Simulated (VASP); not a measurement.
Input of a VASP 6.6.1 run:

INCAR

```
SYSTEM = Ta16H
ALGO = Normal
EDIFF = 1E-6
ENCUT = 520
GGA = PE
ISIF = 2
ISMEAR = -1
LASPH = .True.
LCHARG = .True.
LELF = .True.
LREAL = Auto
LVHAR = .True.
LWAVE = .False.
NBANDS = 102
NELM = 100
PREC = Accurate
SIGMA = 0.1
```

The input KPOINTS:

```
k-points
0
Gamma
  3 3 3
  0 0 0
```

Contents of POSCAR:

```
Ta16H
1.0
    6.6200000000      0.0000000000      0.0000000000
    0.0000000000      6.6200000000      0.0000000000
    0.0000000000      0.0000000000      6.6200000000
Ta H
16 1
Direct
   -0.0023262840     -0.0007703927     -0.0054531722
    0.5053021148      0.0075377644      0.0053323263
    0.0020392749      0.4956646526     -0.0189577039
   -0.0183534743     -0.0294108761      0.5068731118
    0.2637764350      0.2460574018      0.2500755287
    0.5079154079      0.5046525680      0.0270090634
    0.5031570997      0.0130513595      0.5032628399
    0.7745166163      0.2535196375      0.2470090634
   -0.0333232628      0.5072054381      0.5001812689
    0.2746676737      0.7373413897      0.2539728097
    0.2260574018      0.2308761329      0.7608308157
    0.5300906344      0.4905891239      0.4966767372
    0.7377794562      0.7683232628      0.2801359517
    0.7681722054      0.2615407855      0.7179305136
    0.2206646526      0.7470543807      0.7789879154
    0.7253927492      0.7601510574      0.7662386707
   -0.0010725076      0.8309365559      0.2151963746
```

Potentials or basis: VASP PAW PBE potentials, release 64 (Ta_pv, H).

The run is started by

```sh
$ cat potpaw_PBE.64/Ta_pv/POTCAR potpaw_PBE.64/H/POTCAR > POTCAR
$ mpirun -np 1 vasp_std > vasp.out
```

**Question.** What does it give for the band gap on the k mesh?

**Answer.** Zero (an odd number of electrons rules out a gap without spin polarisation).

**Question.** Predict the largest force.

**Answer.** 3.756 eV/Å.

**Question.** Predict the pressure.

**Answer.** 9.1 GPa.

Forces in eV/Å, atoms in the order of the input:
```
Ta  -0.407  0.453  0.539
Ta  -0.562  0.271  0.251
Ta  -0.439 -0.201  1.911
Ta   2.328  1.986  0.048
Ta  -0.575  0.212 -0.156
Ta  -0.274 -0.533 -1.612
Ta  -1.171 -0.212  0.766
Ta  -0.987 -0.404 -0.495
Ta   3.155  0.379  0.000
Ta  -1.308  0.490  0.687
Ta   1.678  0.799 -1.375
Ta  -2.814  0.330  0.580
Ta  -0.942 -1.392 -2.707
Ta  -1.439 -1.521  3.118
Ta   2.243  0.052 -1.477
Ta   0.732 -0.657 -0.556
H    0.780 -0.051  0.478
```

Caveat: the atoms stand as in a frame of molecular dynamics; spin-orbit coupling is left out, which moves the levels of the heavy elements.
